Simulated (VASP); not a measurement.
# Cu (R-3m) in VASP: notebook

Cu is run at these levels: PBE; tasks: single point, relaxation of cell and atoms.

Everything below comes from runs of VASP 6.6.1. Logs are shortened: lines on timing, memory, paths and dates and some standing lists are left out, and cuts for length are marked.

## (1) The cell of the first run

The structure is trigonal, space group R-3m (No. 166). The conventional cell has a = 2.560 Å, b = 2.560 Å, c = 18.963 Å, α = 90.00°, β = 90.00°, γ = 120.00°. Within 3.4 Å of Cu (site symmetry -3m) lie 12 Cu at 2.56 to 2.57 Å. Cu (site symmetry 3m) has 12 Cu at 2.56 to 2.58 Å within 3.4 Å.

## (2) Single point, PBE

INCAR reads:

```
PREC = Accurate ; ENCUT = 520
EDIFF = 1E-7 ; ISMEAR = 0
SIGMA = 0.1 ; LREAL = F
LASPH = T ; NELM = 100
ALGO = Normal ; ISIF = 2
LWAVE = F ; LCHARG = F
GGA = PE ; NBANDS = 24
```

KPOINTS reads:

```
regular mesh
0
Gamma
  21 21 21
```

POSCAR reads:

```
Cu
1.0
    1.2798581387      0.7389264409      6.3210962865
   -1.2798581387      0.7389264409      6.3210962865
    0.0000000000     -1.4778528817      6.3210962865
Cu
3
Direct
    0.0000000000      0.0000000000      0.0000000000
    0.2223452673      0.2223452673      0.2223452673
    0.7776547327      0.7776547327      0.7776547327
```

Potentials or basis: VASP PAW PBE potentials, release 64 (Cu).

The run is started by

```bash
> cat potpaw_PBE.64/Cu/POTCAR > POTCAR
> mpirun -np 1 vasp_std > vasp.out
```

OUTCAR:

```text
PREC = Accurate
   ENCUT = 520
   EDIFF = 1E-7
   ISMEAR = 0
   LREAL = F
   LASPH = T
   NELM = 100
   ISIF = 2
   GGA = PE

 ion  position               nearest neighbor table
   1  0.000  0.000  0.000-   3 2.57   2 2.57   3 2.57   3 2.57   2 2.57   2 2.57
   2  0.222  0.222  0.222-   1 2.57   1 2.57   1 2.57   3 2.58   3 2.58   3 2.58
   3  0.778  0.778  0.778-   1 2.57   1 2.57   1 2.57   2 2.58   2 2.58   2 2.58

  LATTYP: Found a trigonal (rhomboedric) cell.
 ALAT       =     6.4915566241
 COS(alpha) =     0.9222579542

  Lattice vectors:

 A1 = (   1.2798581387,   0.7389264409,   6.3210962865)
 A2 = (  -1.2798581387,   0.7389264409,   6.3210962865)
 A3 = (   0.0000000000,  -1.4778528817,   6.3210962865)

Analysis of symmetry for initial positions (statically):
=====================================================================
 Subroutine PRICEL returns:
 Original cell was already a primitive cell.

 Routine SETGRP: Setting up the symmetry group for a
 trigonal (rhombohedral) supercell.

 Subroutine GETGRP returns: Found 12 space group operations
 (whereof 12 operations were pure point group operations)
 out of a pool of 12 trial point group operations.

The static configuration has the point symmetry D_3d.

Analysis of symmetry for dynamics (positions and initial velocities):
=====================================================================
 Subroutine PRICEL returns:
 Original cell was already a primitive cell.

 Routine SETGRP: Setting up the symmetry group for a
 trigonal (rhombohedral) supercell.

 Subroutine GETGRP returns: Found 12 space group operations
 (whereof 12 operations were pure point group operations)
 out of a pool of 12 trial point group operations.

The dynamic configuration has the point symmetry D_3d.

 Subroutine INISYM returns: Found 12 space group operations
 (whereof 12 operations are pure point group operations),
 and found     1 'primitive' translations

----------------------------------------------------------------------------------------

                                     Primitive cell

  volume of cell :      35.8680

  direct lattice vectors                    reciprocal lattice vectors
     1.279858139  0.738926441  6.321096287     0.390668297  0.225552447  0.052733469
[... 84 lines left out ...]
   LSORBIT =      F    spin-orbit coupling
   LASPH  =      T    aspherical Exc in radial PAW
   ENCUT  =  520.0 eV  38.22 Ry    6.18 a.u.  12.07 12.07 12.07*2*pi/ulx,y,z
   NELM   =    100;   NELMIN=  2; NELMDL= -5     # of ELM steps
   EDIFF  = 0.1E-06   stopping-criterion for ELM
   LREAL  =      F    real-space projection
   EDIFFG = 0.1E-05   stopping-criterion for IOM
   NSW    =      0    number of steps for IOM
   IBRION =     -1    ionic relax: 0-MD 1-quasi-New 2-CG
   NFREE  =      0    steps in history (QN), initial steepest desc. (CG)
   ISIF   =      2    stress and relaxation
   ISYM   =      2    0-nonsym 1-usesym 2-fastsym
   POTIM  = 0.5000    time-step for ionic-motion
   TEBEG  =    0.0;   TEEND  =   0.0 temperature during run
   PSTRESS=    0.0 pullay stress
   NELECT =      33.0000    total number of electrons
   NUPDOWN=      -1.0000    fix difference up-down
   EMIN   =  10.00;   EMAX   =-10.00  energy-range for DOS
   EFERMI =   0.00;   METHOD = LEGACY
   ISMEAR =     0;   SIGMA  =   0.10  broadening in eV -4-tet -1-fermi 0-gaus
   EFERMI_NEDOS =   21; number of points for ismear=-14 and -15
   IALGO  =     38    algorithm
   IMIX   =      4    mixing-type and parameters
     AMIX     =   0.40;   BMIX     =  1.00
     AMIX_MAG =   1.60;   BMIX_MAG =  1.00
  volume/ion in A,a.u.               =      11.96        80.68
  Fermi-wavevector in a.u.,A,eV,Ry     =   1.592248  3.008911 34.494199  2.535252
  Thomas-Fermi vector in A             =   2.690662
   LORBIT       =      0    0 simple, 1 ext, 2 COOP (PROOUT), +10 PAW based schemes
   GGA     = PE    functional components
   LHFCALC =     F    Hartree Fock is set to
   AEXX    =    0.0000 exact exchange contribution
   IVDW    =     0    specifies the selected vdW correction
   LEPSILON=     F    determine dielectric tensor
   LRPA    =     F    only Hartree local field effects (RPA)
 non-spin polarized calculation
 Gauss-broadening in eV      SIGMA  =   0.10
  energy-cutoff  :      520.00
  volume of cell :       35.87
 maximum number of plane-waves:       983
   NGX = 25   NGY = 25   NGZ = 25

 number of electron      33.0000025 magnetization

 Free energy of the ion-electron system (eV)
  ---------------------------------------------------
  ext. energy  EPLUGINS =         0.00000000
  ---------------------------------------------------
  free energy    TOTEN  =       -11.16816754 eV

  energy without entropy =      -11.16249634  energy(sigma->0) =      -11.16533194

 E-fermi :   7.4638     XC(G=0): -12.6549

 val. band max:        7.4609784367   @ k =  -0.1429   0.1905   0.0476
 cond. band min:       7.4639757043   @ k =  -0.4286   0.1429   0.0476
 fundamental gap:      0.0029972676
 Fermi energy:         7.4638223349

 k-point     1 :       0.0000    0.0000    0.0000
  band No.  band energies     occupation
      1      -1.8241      2.00000
      2       1.4859      2.00000
      3       1.4873      2.00000
      4       4.4125      2.00000
      5       4.4223      2.00000
      6       4.4223      2.00000
[... 637 lines left out ...]
     23      21.2410      0.00000
     24      21.7237      0.00000

 [... further k-points ...]

------------------------ aborting loop because EDIFF is reached ----------------------------------------

  FORCE on cell =-STRESS in cart. coord.  units (eV):
  Direction    XX          YY          ZZ          XY          YZ          ZX
  --------------------------------------------------------------------------------------
  -------------------------------------------------------------------------------------
  Total        0.1339259      0.1339259      0.1326341      0.0000000      0.0000000     -0.0000000
  in kB        5.9823031      5.9823030      5.9245984      0.0000000      0.0000000     -0.0000000
  external PRESSURE =       5.9630682 kB  Pullay stress =       0.0000000 kB

 VOLUME and BASIS-vectors are now :
 -----------------------------------------------------------------------------
  energy-cutoff  :      520.00
  volume of cell :       35.87
      direct lattice vectors                 reciprocal lattice vectors
     1.279858139  0.738926441  6.321096287     0.390668297  0.225552447  0.052733469
    -1.279858139  0.738926441  6.321096287    -0.390668297  0.225552447  0.052733469
     0.000000000 -1.477852882  6.321096287     0.000000000 -0.451104893  0.052733469

 POSITION                                       TOTAL-FORCE (eV/Angst)
 -----------------------------------------------------------------------------------
      0.00000      0.00000      0.00000         0.000000     -0.000000      0.000000
      0.00000      0.00000      4.21640         0.000000     -0.000000     -0.002200
      0.00000      0.00000     14.74689         0.000000      0.000000      0.002200
 -----------------------------------------------------------------------------------
    total drift:                                0.000000     -0.000000      0.000000

  FREE ENERGIE OF THE ION-ELECTRON SYSTEM (eV)
  ---------------------------------------------------
  free  energy   TOTEN  =       -11.1681675449 eV

  energy  without entropy=      -11.1624963434  energy(sigma->0) =      -11.16533194
```

OSZICAR:

```text
N       E                     dE             d eps       ncg     rms          rms(c)
DAV:   1     0.220025829373E+03    0.22003E+03   -0.14811E+04 46272   0.241E+03
DAV:   2     0.166668511826E+01   -0.21836E+03   -0.20674E+03 42776   0.344E+02
DAV:   3    -0.136457790035E+02   -0.15312E+02   -0.14200E+02 51552   0.131E+02
DAV:   4    -0.138701790707E+02   -0.22440E+00   -0.22427E+00 50280   0.197E+01
DAV:   5    -0.138731296391E+02   -0.29506E-02   -0.29505E-02 58568   0.199E+00    0.133E+01
DAV:   6    -0.122684373307E+02    0.16047E+01   -0.20198E+01 45264   0.109E+02    0.686E+00
DAV:   7    -0.111992268630E+02    0.10692E+01   -0.40102E+00 50192   0.464E+01    0.835E-01
DAV:   8    -0.111789327685E+02    0.20294E-01   -0.71836E-02 68280   0.884E+00    0.780E-01
DAV:   9    -0.111717070120E+02    0.72258E-02   -0.10976E-02 59928   0.606E+00    0.457E-01
DAV:  10    -0.111681320774E+02    0.35749E-02   -0.72382E-03 52928   0.190E+00    0.341E-02
DAV:  11    -0.111681633121E+02   -0.31235E-04   -0.45761E-04 57664   0.400E-01    0.121E-02
DAV:  12    -0.111681665133E+02   -0.32012E-05   -0.27404E-05 57688   0.141E-01    0.591E-03
DAV:  13    -0.111681680121E+02   -0.14988E-05   -0.25011E-06 56784   0.399E-02    0.289E-03
DAV:  14    -0.111681676862E+02    0.32597E-06   -0.35439E-07 40192   0.194E-02    0.648E-04
DAV:  15    -0.111681675606E+02    0.12552E-06   -0.11271E-07 28544   0.573E-03    0.194E-04
DAV:  16    -0.111681675449E+02    0.15742E-07   -0.25323E-08 25904   0.292E-03
   1 F= -.11168168E+02 E0= -.11165332E+02  d E =-.567120E-02
```

Run time: 30 min. Hardware: 1 thread of Intel Xeon 6975P-C (Granite Rapids), shared host; peak memory 0.77 GiB.

What came out:

```
Free energy : -11.1682 eV
Pressure    : 0.6 GPa
```

Forces in eV/Å, atoms in the order of the input:
```
Cu   0.000  0.000  0.000
Cu   0.000  0.000 -0.002
Cu   0.000  0.000  0.002
```

Levels at points of the mesh, in eV from the Fermi level:
| k point | band 15 | band 16 | band 17 | band 18 | band 19 | band 20 |
| --- | --- | --- | --- | --- | --- | --- |
| (0.00, 0.00, 0.00) | -1.90 | -1.90 | -1.83 | -1.83 | 8.32 | 8.35 |

## (3) Single point, PBE

This run uses another cell than the first one, of 13.30 Å³/atom, 1.112 times its volume.

INCAR reads:

```
ALGO = Normal
EDIFF = 1E-7
ENCUT = 520
GGA = PE
ISIF = 2
ISMEAR = 0
LASPH = True
LCHARG = False
LREAL = False
LWAVE = False
NBANDS = 24
NELM = 100
PREC = Accurate
SIGMA = 0.1
```

KPOINTS reads:

```
k-points
0
Gamma
  9 9 9
```

POSCAR reads:

```
Cu
1.0
    1.3357136028      0.7711746081      6.4554200298
   -1.3357136028      0.7711746081      6.4554200298
    0.0000000000     -1.5423492163      6.4554200298
Cu
3
Direct
    0.0000000000      0.0000000000      0.0000000000
    0.2222200000      0.2222200000      0.2222200000
    0.7777800000      0.7777800000      0.7777800000
```

Potentials or basis: VASP PAW PBE potentials, release 64 (Cu).

The run is started by

```bash
> cat potpaw_PBE.64/Cu/POTCAR > POTCAR
> mpirun -np 1 vasp_std > vasp.out
```

It took 3.3 min on 1 thread of Intel Xeon 6975P-C (Granite Rapids), shared host; peak memory 0.35 GiB.

It converged, with:

| Item | Value |
| --- | --- |
| Free energy | -11.0485 eV |
| Pressure | -10.9 GPa |
| Largest force | 0.015 eV/Å |

Forces on the atoms (eV/Å):
```
Cu   0.000  0.000  0.000
Cu   0.000  0.000  0.015
Cu   0.000  0.000 -0.015
```

Stress tensor (GPa, compression positive):
```
-12.03   0.00   0.00
  0.00 -12.03   0.00
  0.00   0.00  -8.67
```

Levels at points of the mesh, in eV from the Fermi level:
```tsv
k point	band 13	band 14	band 15	band 16	band 17	band 18	band 19	band 20	band 21	band 22
(0.00, 0.00, 0.00)	-2.27	-2.27	-1.86	-1.86	-1.78	-1.78	8.03	8.03	20.28	20.28
```

## (4) Single point, PBE

INCAR reads:

```
SYSTEM = Cu
  PREC = Accurate
  ENCUT = 520
  EDIFF = 1E-6
  ISMEAR = 0
  SIGMA = 0.1
  LREAL = .False.
  LASPH = .True.
  NELM = 100
  ALGO = Normal
  ISIF = 2
  LWAVE = .False.
  LCHARG = .True.
  GGA = PE
  LELF = .True.
  LVHAR = .True.
  NBANDS = 24
```

KPOINTS reads:

```
Automatic mesh
0
Gamma
  9 9 9
  0 0 0
```

POSCAR reads:

```
Cu
1.0
    1.2782058661      0.7379725009      6.3324418993
   -1.2782058661      0.7379725009      6.3324418993
    0.0000000000     -1.4759450018      6.3324418993
Cu
3
Direct
    0.0000000000      0.0000000000      0.0000000000
    0.2223139233      0.2223139233      0.2223139233
    0.7776860767      0.7776860767      0.7776860767
```

Potentials or basis: VASP PAW PBE potentials, release 64 (Cu).

The run is started by

```bash
> cat potpaw_PBE.64/Cu/POTCAR > POTCAR
> mpirun -np 1 vasp_std > vasp.out
```

OUTCAR:

```text
SYSTEM = Cu
   PREC = Accurate
   ENCUT = 520
   EDIFF = 1E-6
   ISMEAR = 0
   LREAL = .False.
   LASPH = .True.
   NELM = 100
   ISIF = 2
   GGA = PE

 ion  position               nearest neighbor table
   1  0.000  0.000  0.000-   3 2.57   3 2.57   2 2.57   2 2.57   3 2.57   2 2.57
   2  0.222  0.222  0.222-   1 2.57   1 2.57   1 2.57   3 2.58   3 2.58   3 2.58
   3  0.778  0.778  0.778-   1 2.57   1 2.57   1 2.57   2 2.58   2 2.58   2 2.58

  LATTYP: Found a trigonal (rhomboedric) cell.
 ALAT       =     6.5021714878
 COS(alpha) =     0.9227115194

[... 840 lines left out ...]

  FORCE on cell =-STRESS in cart. coord.  units (eV):
  Direction    XX          YY          ZZ          XY          YZ          ZX
  --------------------------------------------------------------------------------------
  -------------------------------------------------------------------------------------
  Total        0.1464505      0.1464505      0.1543621      0.0000000      0.0000000      0.0000000
  in kB        6.5469339      6.5469339      6.9006144      0.0000000      0.0000000      0.0000000
  external PRESSURE =       6.6648274 kB  Pullay stress =       0.0000000 kB

 VOLUME and BASIS-vectors are now :
 -----------------------------------------------------------------------------
  energy-cutoff  :      520.00
  volume of cell :       35.84
      direct lattice vectors                 reciprocal lattice vectors
     1.278205866  0.737972501  6.332441899     0.391173295  0.225844007  0.052638988
    -1.278205866  0.737972501  6.332441899    -0.391173295  0.225844007  0.052638988
     0.000000000 -1.475945002  6.332441899     0.000000000 -0.451688014  0.052638988

 POSITION                                       TOTAL-FORCE (eV/Angst)
 -----------------------------------------------------------------------------------
      0.00000      0.00000      0.00000         0.000000      0.000000      0.000000
      0.00000      0.00000      4.22337         0.000000      0.000000     -0.001067
      0.00000      0.00000     14.77396         0.000000      0.000000      0.001067
 -----------------------------------------------------------------------------------
    total drift:                                0.000000      0.000000     -0.000000

  FREE ENERGIE OF THE ION-ELECTRON SYSTEM (eV)
  ---------------------------------------------------
  free  energy   TOTEN  =       -11.2014503919 eV

  energy  without entropy=      -11.1971297723  energy(sigma->0) =      -11.19929008
```

It took 2.6 min on 1 thread of Intel Xeon 6975P-C (Granite Rapids), shared host; peak memory 0.32 GiB.

What came out:

* Free energy: -11.2015 eV
* Pressure: 0.7 GPa

Levels at points of the mesh, in eV from the Fermi level:
```
           k point  band 13  band 14  band 15  band 16  band 17  band 18  band 19  band 20  band 21  band 22
(0.00, 0.00, 0.00)    -2.41    -2.41    -1.95    -1.95    -1.86    -1.86     8.22     8.25    21.49    21.77
```

(Part 1 of 2 ends here.)
